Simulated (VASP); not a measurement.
# CsH (Pm-3m) in VASP: electric field gradients with LDA

Aim: the electric field gradients of CsH with LDA.

Program: VASP 6.6.1. These are calculated values, not measurements. Logs are shortened: lines on timing, memory, paths and dates and some standing lists are left out, and cuts for length are marked.

## (1) The cell of the first run

The structure is cubic, space group Pm-3m (No. 221). The conventional cell has a = 3.818 Å, b = 3.818 Å, c = 3.818 Å, α = 90.00°, β = 90.00°, γ = 90.00°. Within 4.3 Å of Cs (site symmetry m-3m) lie 8 H at 3.31 Å and 6 Cs at 3.82 Å. H (site symmetry m-3m) has 8 Cs at 3.31 Å and 6 H at 3.82 Å within 4.3 Å.

## (2) Electric field gradients, LDA

Contents of INCAR:

```
SYSTEM = CsH
  ALGO = Normal
  EDIFF = 1E-8
  ENCUT = 520
  GGA = CA
  ISIF = 2
  ISMEAR = -1
  LASPH = .True.
  LCHARG = .False.
  LEFG = .True.
  LREAL = .False.
  LWAVE = .False.
  NBANDS = 12
  NELM = 80
  PREC = Accurate
  SIGMA = 0.01
```

Contents of KPOINTS:

```
k-points
0
Gamma
  8 8 8
  0 0 0
```

Contents of POSCAR:

```
CsH
1.0
    3.8184085400      0.0000000000      0.0000000000
    0.0000000000      3.8184085400      0.0000000000
    0.0000000000      0.0000000000      3.8184085400
Cs H
1 1
Direct
    0.0000000000      0.0000000000      0.0000000000
    0.5000000000      0.5000000000      0.5000000000
```

Potentials or basis: VASP PAW LDA potentials, release 64 (Cs_sv, H).

Launch:

```bash
$ cat potpaw_LDA.64/Cs_sv/POTCAR potpaw_LDA.64/H/POTCAR > POTCAR
$ mpirun -np 1 vasp_std > vasp.out
```

OUTCAR:

```text
SYSTEM = CsH
   EDIFF = 1E-8
   ENCUT = 520
   GGA = CA
   ISIF = 2
   ISMEAR = -1
   LASPH = .True.
   LREAL = .False.
   NELM = 80
   PREC = Accurate

 ion  position               nearest neighbor table
   1  0.000  0.000  0.000-
   2  0.500  0.500  0.500-

  LATTYP: Found a simple cubic cell.
 ALAT       =     3.8184085400

  Lattice vectors:

 A1 = (   3.8184085400,   0.0000000000,   0.0000000000)
 A2 = (   0.0000000000,   3.8184085400,   0.0000000000)
 A3 = (   0.0000000000,   0.0000000000,   3.8184085400)

Analysis of symmetry for initial positions (statically):
=====================================================================
 Subroutine PRICEL returns:
 Original cell was already a primitive cell.

 Routine SETGRP: Setting up the symmetry group for a
 simple cubic supercell.

 Subroutine GETGRP returns: Found 48 space group operations
 (whereof 48 operations were pure point group operations)
 out of a pool of 48 trial point group operations.

The static configuration has the point symmetry O_h .

Analysis of symmetry for dynamics (positions and initial velocities):
=====================================================================
 Subroutine PRICEL returns:
 Original cell was already a primitive cell.

 Routine SETGRP: Setting up the symmetry group for a
 simple cubic supercell.

 Subroutine GETGRP returns: Found 48 space group operations
 (whereof 48 operations were pure point group operations)
 out of a pool of 48 trial point group operations.

The dynamic configuration has the point symmetry O_h .

 Subroutine INISYM returns: Found 48 space group operations
 (whereof 48 operations are pure point group operations),
 and found     1 'primitive' translations

----------------------------------------------------------------------------------------

                                     Primitive cell

  volume of cell :      55.6733

  direct lattice vectors                    reciprocal lattice vectors
     3.818408540  0.000000000  0.000000000     0.261889211  0.000000000  0.000000000
     0.000000000  3.818408540  0.000000000     0.000000000  0.261889211  0.000000000
     0.000000000  0.000000000  3.818408540     0.000000000  0.000000000  0.261889211

  length of vectors
     3.818408540  3.818408540  3.818408540     0.261889211  0.261889211  0.261889211

  position of ions in fractional coordinates (direct lattice)
     0.000000000  0.000000000  0.000000000
     0.500000000  0.500000000  0.500000000

  ion indices of the primitive-cell ions
   primitive index   ion index
                 1           1
                 2           2

----------------------------------------------------------------------------------------

 KPOINTS: k-points

Automatic generation of k-mesh.
 Grid dimensions read from file:
 generate k-points for:    8    8    8

 Generating k-lattice:

  Cartesian coordinates                     Fractional coordinates (reciprocal lattice)
     0.032736151  0.000000000  0.000000000     0.125000000  0.000000000  0.000000000
     0.000000000  0.032736151  0.000000000     0.000000000  0.125000000  0.000000000
     0.000000000  0.000000000  0.032736151     0.000000000  0.000000000  0.125000000

  Length of vectors
     0.032736151  0.032736151  0.032736151

  Shift w.r.t. Gamma in fractional coordinates (k-lattice)
     0.000000000  0.000000000  0.000000000

 Subroutine IBZKPT returns following result:
 ===========================================

 Found     35 irreducible k-points:

 Following reciprocal coordinates:
            Coordinates               Weight
  0.000000  0.000000  0.000000      1.000000
  0.125000  0.000000  0.000000      6.000000
  0.250000  0.000000  0.000000      6.000000
  0.375000  0.000000  0.000000      6.000000
  0.500000  0.000000  0.000000      3.000000
  0.125000  0.125000  0.000000     12.000000
[... 16 lines left out ...]
  0.375000  0.375000  0.125000     24.000000
  0.500000  0.375000  0.125000     24.000000
 [... further k-points ...]
   k-points           NKPTS =     35   k-points in BZ     NKDIM =     35   number of bands    NBANDS=     12
   number of dos      NEDOS =    301   number of ions     NIONS =      2
   total plane-waves  NPLWV =  21952
   dimension x,y,z NGX =    28 NGY =   28 NGZ =   28
   dimension x,y,z NGXF=    56 NGYF=   56 NGZF=   56
   ions per type =               1   1
   NGX,Y,Z   is equivalent  to a cutoff of  12.19, 12.19, 12.19 a.u.
   NGXF,Y,Z  is equivalent  to a cutoff of  24.38, 24.38, 24.38 a.u.
 SYSTEM =  CsH
   PREC   = accura    normal or accurate (medium, high low for compatibility)
   ISTART =      0    job   : 0-new  1-cont  2-samecut
   ICHARG =      2    charge: 1-file 2-atom 10-const
   ISPIN  =      1    spin polarized calculation?
   LNONCOLLINEAR =      F non collinear calculations
   LSORBIT =      F    spin-orbit coupling
   LASPH  =      T    aspherical Exc in radial PAW
   ENCUT  =  520.0 eV  38.22 Ry    6.18 a.u.   7.10  7.10  7.10*2*pi/ulx,y,z
   NELM   =     80;   NELMIN=  2; NELMDL= -5     # of ELM steps
   EDIFF  = 0.1E-07   stopping-criterion for ELM
   LREAL  =      F    real-space projection
   EDIFFG = 0.1E-06   stopping-criterion for IOM
   NSW    =      0    number of steps for IOM
   IBRION =     -1    ionic relax: 0-MD 1-quasi-New 2-CG
   NFREE  =      0    steps in history (QN), initial steepest desc. (CG)
   ISIF   =      2    stress and relaxation
   ISYM   =      2    0-nonsym 1-usesym 2-fastsym
   POTIM  = 0.5000    time-step for ionic-motion
   TEBEG  =    0.0;   TEEND  =   0.0 temperature during run
   PSTRESS=    0.0 pullay stress
   NELECT =      10.0000    total number of electrons
   NUPDOWN=      -1.0000    fix difference up-down
   EMIN   =  10.00;   EMAX   =-10.00  energy-range for DOS
   EFERMI =   0.00;   METHOD = LEGACY
   ISMEAR =    -1;   SIGMA  =   0.01  broadening in eV -4-tet -1-fermi 0-gaus
   EFERMI_NEDOS =   21; number of points for ismear=-14 and -15
   IALGO  =     38    algorithm
   IMIX   =      4    mixing-type and parameters
     AMIX     =   0.40;   BMIX     =  1.00
     AMIX_MAG =   1.60;   BMIX_MAG =  1.00
  volume/ion in A,a.u.               =      27.84       187.85
  Fermi-wavevector in a.u.,A,eV,Ry     =   0.923689  1.745519 11.608509  0.853201
  Thomas-Fermi vector in A             =   2.049353
   LORBIT       =      0    0 simple, 1 ext, 2 COOP (PROOUT), +10 PAW based schemes
   GGA     = CA    functional components
   LHFCALC =     F    Hartree Fock is set to
   AEXX    =    0.0000 exact exchange contribution
   IVDW    =     0    specifies the selected vdW correction
   LEPSILON=     F    determine dielectric tensor
   LRPA    =     F    only Hartree local field effects (RPA)
 non-spin polarized calculation
  energy-cutoff  :      520.00
  volume of cell :       55.67
 maximum number of plane-waves:      1516
   NGX = 15   NGY = 15   NGZ = 15

 number of electron      10.0000000 magnetization

 Free energy of the ion-electron system (eV)
  ---------------------------------------------------
  ext. energy  EPLUGINS =         0.00000000
  ---------------------------------------------------
  free energy    TOTEN  =        -4.90550793 eV

  energy without entropy =       -4.90550793  energy(sigma->0) =       -4.90550793

 E-fermi :   0.9128     XC(G=0):  -8.1907

 val. band max:        0.6714779267   @ k =   0.5000   0.5000   0.5000
 cond. band min:       2.9399819939   @ k =   0.5000   0.0000   0.0000
 fundamental gap:      2.2685040673
 Fermi energy:         0.9127654232

 k-point     1 :       0.0000    0.0000    0.0000
  band No.  band energies     occupation
      1     -21.2056      2.00000
      2      -7.2654      2.00000
      3      -7.2654      2.00000
      4      -7.2654      2.00000
      5      -1.4675      2.00000
      6       3.7235      0.00000
      7       3.7235      0.00000
      8       7.6297      0.00000
      9       9.9464      0.00000
     10       9.9464      0.00000
     11       9.9464      0.00000
     12      10.7806      0.00000

 k-point     2 :       0.1250    0.0000    0.0000
  band No.  band energies     occupation
      1     -21.1829      2.00000
      2      -7.5453      2.00000
      3      -7.2425      2.00000
      4      -7.2425      2.00000
      5      -1.2166      2.00000
      6       3.8183      0.00000
      7       4.0377      0.00000
      8       7.2057      0.00000
      9       8.8235      0.00000
     10       8.8235      0.00000
     11      10.0057      0.00000
     12      11.1914      0.00000
[... 316 lines left out ...]
 k-point    24 :       0.5000    0.3750    0.1250
  band No.  band energies     occupation
      1     -20.8962      2.00000
      2      -8.5241      2.00000
      3      -8.2982      2.00000
      4      -7.2045      2.00000
      5      -0.4092      2.00000
      6       4.9515      0.00000
      7       5.2335      0.00000
      8       6.1147      0.00000
      9       6.8755      0.00000
     10       8.5179      0.00000
     11       8.9921      0.00000
     12      11.6418      0.00000

 [... further k-points ...]
[... 5 lines left out ...]
  --------------------------------------------------------------------------------------
  -------------------------------------------------------------------------------------
  Total       -0.6575192     -0.6575192     -0.6575192     -0.0000000     -0.0000000      0.0000000
  in kB      -18.9222100    -18.9222100    -18.9222100     -0.0000000     -0.0000000      0.0000000
  external PRESSURE =     -18.9222100 kB  Pullay stress =       0.0000000 kB

 VOLUME and BASIS-vectors are now :
 -----------------------------------------------------------------------------
  energy-cutoff  :      520.00
  volume of cell :       55.67
      direct lattice vectors                 reciprocal lattice vectors
     3.818408540  0.000000000  0.000000000     0.261889211  0.000000000  0.000000000
     0.000000000  3.818408540  0.000000000     0.000000000  0.261889211  0.000000000
     0.000000000  0.000000000  3.818408540     0.000000000  0.000000000  0.261889211

 POSITION                                       TOTAL-FORCE (eV/Angst)
 -----------------------------------------------------------------------------------
      0.00000      0.00000      0.00000         0.000000      0.000000      0.000000
      1.90920      1.90920      1.90920         0.000000      0.000000      0.000000
 -----------------------------------------------------------------------------------
    total drift:                                0.000000      0.000000     -0.000000

  FREE ENERGIE OF THE ION-ELECTRON SYSTEM (eV)
  ---------------------------------------------------
  free  energy   TOTEN  =        -4.9055079321 eV

  energy  without entropy=       -4.9055079321  energy(sigma->0) =       -4.90550793

 Electric field gradients (V/A^2)
---------------------------------------------------------------------
 ion       V_xx      V_yy      V_zz      V_xy      V_xz      V_yz
---------------------------------------------------------------------
   1       0.000     0.000     0.000     0.000     0.000    -0.000
   2       0.000     0.000     0.000    -0.000    -0.000     0.000
---------------------------------------------------------------------

 Electric field gradients after diagonalization (V/A^2)
 (convention: |V_zz| > |V_xx| > |V_yy|)
----------------------------------------------------------------------
 ion       V_xx      V_yy      V_zz     asymmetry (V_yy - V_xx)/ V_zz
----------------------------------------------------------------------
   1       0.000     0.000     0.000      -0.330
   2       0.000     0.000     0.000      -0.243
----------------------------------------------------------------------

           NMR quadrupolar parameters

 Cq : quadrupolar parameter    Cq=e*Q*V_zz/h
 eta: asymmetry parameters     (V_yy - V_xx)/ V_zz
 Q  : nuclear electric quadrupole moment in mb (millibarn)
----------------------------------------------------------------------
 ion       Cq(MHz)       eta       Q (mb)
----------------------------------------------------------------------
   1       0.000      -0.330       1.000
   2       0.000      -0.243       1.000
----------------------------------------------------------------------
```

Run time: 14 s. Hardware: 1 thread of Intel Xeon 6975P-C, shared host; peak memory 0.15 GiB.

What came out:

```
Free energy            : -4.9055 eV
Pressure               : -1.9 GPa
Band gap on the k mesh : 2.27 eV, indirect (least direct gap 2.44 eV)
```

Caveat: without QUAD_EFG the Cq values of the log hold for a quadrupole moment of 1 mb, not for the nuclei; spin-orbit coupling is left out, which moves the levels of the heavy elements. A k mesh can miss the band edges.
